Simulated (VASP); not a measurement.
# SiO2 (P4_12_12) in VASP: relaxation of the atoms with PBE

Aim: the relaxation of the atoms of SiO2 with PBE.

Everything below comes from runs of VASP 6.6.1. Logs are shortened: lines on timing, memory, paths and dates and some standing lists are left out, and cuts for length are marked.

### Step 1. The cell of the first run

It takes space group P4_12_12 (No. 92, tetragonal). The conventional cell has a = 4.982 Å, b = 4.982 Å, c = 6.963 Å, α = 90.00°, β = 90.00°, γ = 90.00°. Si (site symmetry 2) has 4 O at 1.60 to 1.61 Å within 2.1 Å. Within 2.1 Å of O (site symmetry 1) lie 2 Si at 1.60 to 1.61 Å.

### Step 2. Relaxation of the atoms, PBE

INCAR

```
SYSTEM = SiO2
ALGO = Normal ; EDIFF = 1E-6
EDIFFG = -0.02 ; ENCUT = 520
GGA = PE ; IBRION = 2
ISIF = 2 ; ISMEAR = -1
LASPH = .True. ; LCHARG = .False.
LREAL = .False. ; LWAVE = .False.
NELM = 60 ; NSW = 80
PREC = Accurate ; SIGMA = 0.02
```

KPOINTS

```
k-points
0
Gamma
  5 5 4
  0 0 0
```

POSCAR

```
SiO2
1.0
    4.9820000000      0.0000000000      0.0000000000
    0.0000000000      4.9820000000      0.0000000000
    0.0000000000      0.0000000000      6.9630000000
Si O
4 8
Direct
    0.2989700000      0.2989700000      0.0000000000
    0.2010300000      0.7989700000      0.2500000000
    0.7010300000      0.7010300000      0.5000000000
    0.7989700000      0.2010300000      0.7500000000
    0.2398900000      0.1034700000      0.1781300000
    0.3965300000      0.7398900000      0.4281300000
    0.7601100000      0.8965300000      0.6781300000
    0.6034700000      0.2601100000      0.9281300000
    0.7398900000      0.3965300000      0.5718700000
    0.8965300000      0.7601100000      0.3218700000
    0.2601100000      0.6034700000      0.0718700000
    0.1034700000      0.2398900000      0.8218700000
```

Potentials or basis: VASP PAW PBE potentials, release 64 (Si, O).

Command:

```console
cat potpaw_PBE.64/Si/POTCAR potpaw_PBE.64/O/POTCAR > POTCAR
mpirun -np 1 vasp_std > vasp.out
```

OUTCAR:

```text
SYSTEM = SiO2
   EDIFF = 1E-6
   EDIFFG = -0.02
   ENCUT = 520
   GGA = PE
   IBRION = 2
   ISIF = 2
   ISMEAR = -1
   LASPH = .True.
   LREAL = .False.
   NELM = 60
   NSW = 80
   PREC = Accurate

 ion  position               nearest neighbor table
   1  0.299  0.299  0.000-   5 1.60  12 1.60  11 1.61   8 1.61   2 3.08   4 3.08   2 3.08   4 3.08

   2  0.201  0.799  0.250-   6 1.60  11 1.60  10 1.61   5 1.61   1 3.08   3 3.08   1 3.08   3 3.08

   3  0.701  0.701  0.500-   7 1.60  10 1.60   9 1.61   6 1.61   2 3.08   4 3.08   4 3.08   2 3.08

   4  0.799  0.201  0.750-   8 1.60   9 1.60   7 1.61  12 1.61   1 3.08   3 3.08   3 3.08   1 3.08

   5  0.240  0.103  0.178-   1 1.60   2 1.61
   6  0.397  0.740  0.428-   2 1.60   3 1.61
   7  0.760  0.897  0.678-   3 1.60   4 1.61
   8  0.603  0.260  0.928-   4 1.60   1 1.61
   9  0.740  0.397  0.572-   4 1.60   3 1.61
  10  0.897  0.760  0.322-   3 1.60   2 1.61
  11  0.260  0.603  0.072-   2 1.60   1 1.61
  12  0.103  0.240  0.822-   1 1.60   4 1.61

  LATTYP: Found a simple tetragonal cell.
 ALAT       =     4.9820000000
 C/A-ratio  =     1.3976314733

  Lattice vectors:

 A1 = (   4.9820000000,   0.0000000000,   0.0000000000)
 A2 = (   0.0000000000,   4.9820000000,   0.0000000000)
 A3 = (   0.0000000000,   0.0000000000,   6.9630000000)

Analysis of symmetry for initial positions (statically):
=====================================================================
 Subroutine PRICEL returns:
 Original cell was already a primitive cell.

 Routine SETGRP: Setting up the symmetry group for a
 simple tetragonal supercell.

 Subroutine GETGRP returns: Found  8 space group operations
 (whereof  2 operations were pure point group operations)
 out of a pool of 16 trial point group operations.

The static configuration has the point symmetry C_2 .
 The point group associated with its full space group is D_4 .

Analysis of symmetry for dynamics (positions and initial velocities):
=====================================================================
 Subroutine PRICEL returns:
 Original cell was already a primitive cell.

 Routine SETGRP: Setting up the symmetry group for a
 simple tetragonal supercell.

 Subroutine GETGRP returns: Found  8 space group operations
 (whereof  2 operations were pure point group operations)
 out of a pool of 16 trial point group operations.

The dynamic configuration has the point symmetry C_2 .
 The point group associated with its full space group is D_4 .

 Subroutine INISYM returns: Found  8 space group operations
 (whereof  2 operations are pure point group operations),
 and found     1 'primitive' translations

----------------------------------------------------------------------------------------

                                     Primitive cell

  volume of cell :     172.8239

  direct lattice vectors                    reciprocal lattice vectors
     4.982000000  0.000000000  0.000000000     0.200722601  0.000000000  0.000000000
     0.000000000  4.982000000  0.000000000     0.000000000  0.200722601  0.000000000
     0.000000000  0.000000000  6.963000000     0.000000000  0.000000000  0.143616257

  length of vectors
     4.982000000  4.982000000  6.963000000     0.200722601  0.200722601  0.143616257

  position of ions in fractional coordinates (direct lattice)
     0.298970000  0.298970000  0.000000000
     0.201030000  0.798970000  0.250000000
     0.701030000  0.701030000  0.500000000
     0.798970000  0.201030000  0.750000000
     0.239890000  0.103470000  0.178130000
     0.396530000  0.739890000  0.428130000
     0.760110000  0.896530000  0.678130000
     0.603470000  0.260110000  0.928130000
     0.739890000  0.396530000  0.571870000
     0.896530000  0.760110000  0.321870000
     0.260110000  0.603470000  0.071870000
     0.103470000  0.239890000  0.821870000

  ion indices of the primitive-cell ions
   primitive index   ion index
                 1           1
                 2           2
                 3           3
                 4           4
                 5           5
                 6           6
                 7           7
                 8           8
                 9           9
                10          10
                11          11
                12          12

----------------------------------------------------------------------------------------

 KPOINTS: k-points

Automatic generation of k-mesh.
 Grid dimensions read from file:
 generate k-points for:    5    5    4

 Generating k-lattice:

  Cartesian coordinates                     Fractional coordinates (reciprocal lattice)
     0.040144520  0.000000000  0.000000000     0.200000000  0.000000000  0.000000000
     0.000000000  0.040144520  0.000000000     0.000000000  0.200000000  0.000000000
     0.000000000  0.000000000  0.035904064     0.000000000  0.000000000  0.250000000

  Length of vectors
     0.040144520  0.040144520  0.035904064

  Shift w.r.t. Gamma in fractional coordinates (k-lattice)
     0.000000000  0.000000000  0.000000000

 Subroutine IBZKPT returns following result:
 ===========================================

 Found     18 irreducible k-points:

 Following reciprocal coordinates:
            Coordinates               Weight
  0.000000  0.000000  0.000000      1.000000
  0.200000  0.000000  0.000000      4.000000
  0.400000  0.000000  0.000000      4.000000
  0.200000  0.200000  0.000000      4.000000
  0.400000  0.200000  0.000000      8.000000
  0.400000  0.400000  0.000000      4.000000
[... 10 lines left out ...]
  0.400000  0.200000  0.500000      8.000000
  0.400000  0.400000  0.500000      4.000000
   k-points           NKPTS =     18   k-points in BZ     NKDIM =     18   number of bands    NBANDS=     39
   number of dos      NEDOS =    301   number of ions     NIONS =     12
   total plane-waves  NPLWV =  86400
   dimension x,y,z NGX =    40 NGY =   40 NGZ =   54
   dimension x,y,z NGXF=    80 NGYF=   80 NGZF=  108
   ions per type =               4   8
   NGX,Y,Z   is equivalent  to a cutoff of  13.35, 13.35, 12.89 a.u.
   NGXF,Y,Z  is equivalent  to a cutoff of  26.70, 26.70, 25.79 a.u.
 SYSTEM =  SiO2
   PREC   = accura    normal or accurate (medium, high low for compatibility)
   ISTART =      0    job   : 0-new  1-cont  2-samecut
   ICHARG =      2    charge: 1-file 2-atom 10-const
   ISPIN  =      1    spin polarized calculation?
   LNONCOLLINEAR =      F non collinear calculations
   LSORBIT =      F    spin-orbit coupling
   LASPH  =      T    aspherical Exc in radial PAW
   ENCUT  =  520.0 eV  38.22 Ry    6.18 a.u.   9.26  9.26 12.95*2*pi/ulx,y,z
   NELM   =     60;   NELMIN=  2; NELMDL= -5     # of ELM steps
   EDIFF  = 0.1E-05   stopping-criterion for ELM
   LREAL  =      F    real-space projection
   EDIFFG = -.2E-01   stopping-criterion for IOM
   NSW    =     80    number of steps for IOM
   IBRION =      2    ionic relax: 0-MD 1-quasi-New 2-CG
   NFREE  =      1    steps in history (QN), initial steepest desc. (CG)
   ISIF   =      2    stress and relaxation
   ISYM   =      2    0-nonsym 1-usesym 2-fastsym
   POTIM  = 0.5000    time-step for ionic-motion
   TEBEG  =    0.0;   TEEND  =   0.0 temperature during run
   PSTRESS=    0.0 pullay stress
   NELECT =      64.0000    total number of electrons
   NUPDOWN=      -1.0000    fix difference up-down
   EMIN   =  10.00;   EMAX   =-10.00  energy-range for DOS
   EFERMI =   0.00;   METHOD = LEGACY
   ISMEAR =    -1;   SIGMA  =   0.02  broadening in eV -4-tet -1-fermi 0-gaus
   EFERMI_NEDOS =   21; number of points for ismear=-14 and -15
   IALGO  =     38    algorithm
   IMIX   =      4    mixing-type and parameters
     AMIX     =   0.40;   BMIX     =  1.00
     AMIX_MAG =   1.60;   BMIX_MAG =  1.00
  volume/ion in A,a.u.               =      14.40        97.19
  Fermi-wavevector in a.u.,A,eV,Ry     =   1.175620  2.221599 18.804365  1.382082
  Thomas-Fermi vector in A             =   2.311997
   LORBIT       =      0    0 simple, 1 ext, 2 COOP (PROOUT), +10 PAW based schemes
   GGA     = PE    functional components
   LHFCALC =     F    Hartree Fock is set to
   AEXX    =    0.0000 exact exchange contribution
   IVDW    =     0    specifies the selected vdW correction
   LEPSILON=     F    determine dielectric tensor
   LRPA    =     F    only Hartree local field effects (RPA)
 conjugate gradient relaxation of ions
 non-spin polarized calculation
  energy-cutoff  :      520.00
  volume of cell :      172.82
 maximum number of plane-waves:      4690
 NGX is ok and might be reduce to    40
   NGX = 19   NGY = 19   NGZ = 25

--------------------------------------- Ionic step        1  -------------------------------------------

 number of electron      63.9999998 magnetization

 Free energy of the ion-electron system (eV)
  ---------------------------------------------------
  ext. energy  EPLUGINS =         0.00000000
  ---------------------------------------------------
  free energy    TOTEN  =       -94.80238843 eV

  energy without entropy =      -94.80238843  energy(sigma->0) =      -94.80238843

------------------------ aborting loop because EDIFF is reached ----------------------------------------

  FORCE on cell =-STRESS in cart. coord.  units (eV):
  Direction    XX          YY          ZZ          XY          YZ          ZX
  --------------------------------------------------------------------------------------
  -------------------------------------------------------------------------------------
  Total        6.7134476      6.7134476      7.3776019      0.0000000      0.0000000     -0.0000000
  in kB       62.2375297     62.2375297     68.3946224      0.0000000      0.0000000     -0.0000000
  external PRESSURE =      64.2898940 kB  Pullay stress =       0.0000000 kB
[... 119 lines left out ...]
  FREE ENERGIE OF THE ION-ELECTRON SYSTEM (eV)
  ---------------------------------------------------
  free  energy   TOTEN  =       -94.8298565798 eV

  energy  without entropy=      -94.8298565798  energy(sigma->0) =      -94.82985658

[... ionic steps 4 to 13 ...]

--------------------------------------- Ionic step       14  -------------------------------------------

 number of electron      63.9999991 magnetization

------------------------ aborting loop because EDIFF is reached ----------------------------------------

  FORCE on cell =-STRESS in cart. coord.  units (eV):
  Direction    XX          YY          ZZ          XY          YZ          ZX
  --------------------------------------------------------------------------------------
  -------------------------------------------------------------------------------------
  Total        1.7758005      1.7758005      1.1948112      0.0000000      0.0000000      0.0000000
  in kB       16.4626940     16.4626940     11.0765885      0.0000000      0.0000000      0.0000000
  external PRESSURE =      14.6673255 kB  Pullay stress =       0.0000000 kB
[... 77 lines left out ...]
  energy  without entropy=      -94.9011606992  energy(sigma->0) =      -94.90116070

--------------------------------------- Ionic step       16  -------------------------------------------

 number of electron      63.9999999 magnetization

 Free energy of the ion-electron system (eV)
  ---------------------------------------------------
  ext. energy  EPLUGINS =         0.00000000
  ---------------------------------------------------
  free energy    TOTEN  =       -94.90129630 eV

  energy without entropy =      -94.90129630  energy(sigma->0) =      -94.90129630

 E-fermi :   0.5304     XC(G=0):  -8.4372

 val. band max:        0.0870418086   @ k =   0.0000   0.0000   0.0000
 cond. band min:       5.6970879297   @ k =   0.0000   0.0000   0.0000
 fundamental gap:      5.6100461211
 Fermi energy:         0.5304279857

 k-point     1 :       0.0000    0.0000    0.0000
  band No.  band energies     occupation
      1     -19.2603      2.00000
      2     -18.3787      2.00000
      3     -18.3787      2.00000
      4     -17.2568      2.00000
      5     -17.1869      2.00000
      6     -17.1859      2.00000
[... 784 lines left out ...]
  FREE ENERGIE OF THE ION-ELECTRON SYSTEM (eV)
  ---------------------------------------------------
  free  energy   TOTEN  =       -94.9012963017 eV

  energy  without entropy=      -94.9012963017  energy(sigma->0) =      -94.90129630

 reached required accuracy - stopping structural energy minimisation
```

It took 28 min on 1 thread of Oxide Virtual Turin-like, shared host; peak memory 0.29 GiB.

What came out:

```
Free energy                  : -94.9013 eV
Energy gained by relaxing    : 8.2 meV/atom
Ionic steps                  : 16
Pressure after relaxing      : 1.2 GPa
Largest force after relaxing : 0.020 eV/Å
Band gap on the k mesh       : 5.61 eV
```

Forces in eV/Å, atoms in the order of the input:
```
Si  -0.004 -0.004  0.000
Si   0.004 -0.004  0.000
Si   0.004  0.004  0.000
Si  -0.004  0.004  0.000
O    0.001  0.014 -0.014
O   -0.014  0.001 -0.014
O   -0.001 -0.014 -0.014
O    0.014 -0.001 -0.014
O    0.001 -0.014  0.014
O   -0.014 -0.001  0.014
O   -0.001  0.014  0.014
O    0.014  0.001  0.014
```

Step by step:
| step | energy change (eV) | largest force (eV/Å) | pressure (GPa) |
| --- | --- | --- | --- |
| 1 | 0.0000 | 0.4054 | 6.43 |
| 2 | -0.0259 | 0.5927 | 5.05 |
| 3 | -0.0275 | 0.4868 | 5.29 |
| 4 | -0.0491 | 0.3877 | 4.55 |
| 5 | -0.0779 | 0.1652 | 2.34 |
| 6 | -0.0815 | 0.1792 | 2.30 |
| 7 | -0.0890 | 0.2207 | 2.19 |
| 8 | -0.0890 | 0.3150 | 1.96 |
| 9 | -0.0915 | 0.2605 | 2.07 |
| 10 | -0.0937 | 0.1887 | 2.02 |
| 11 | -0.0966 | 0.0631 | 1.87 |
| 12 | -0.0969 | 0.0601 | 1.83 |
| 13 | -0.0975 | 0.0493 | 1.70 |
| 14 | -0.0985 | 0.0291 | 1.47 |
| 15 | -0.0988 | 0.0304 | 0.98 |
| 16 | -0.0989 | 0.0199 | 1.15 |

Final structure:
```xyz
12
Lattice="4.9820 0.0000 0.0000 0.0000 4.9820 0.0000 0.0000 0.0000 6.9630" Properties=species:S:1:pos:R:3 pbc="T T T"
Si    1.5151    1.5151    0.0000
Si    0.9759    4.0061    1.7408
Si    3.4669    3.4669    3.4815
Si    4.0061    0.9759    5.2222
O     1.1827    0.5681    1.2795
O     1.9229    3.6737    3.0203
O     3.7993    4.4139    4.7610
O     3.0591    1.3083    6.5018
O     3.6737    1.9229    3.9427
O     4.4139    3.7993    2.2020
O     1.3083    3.0591    0.4612
O     0.5681    1.1827    5.6835
```

A k mesh can miss the band edges.
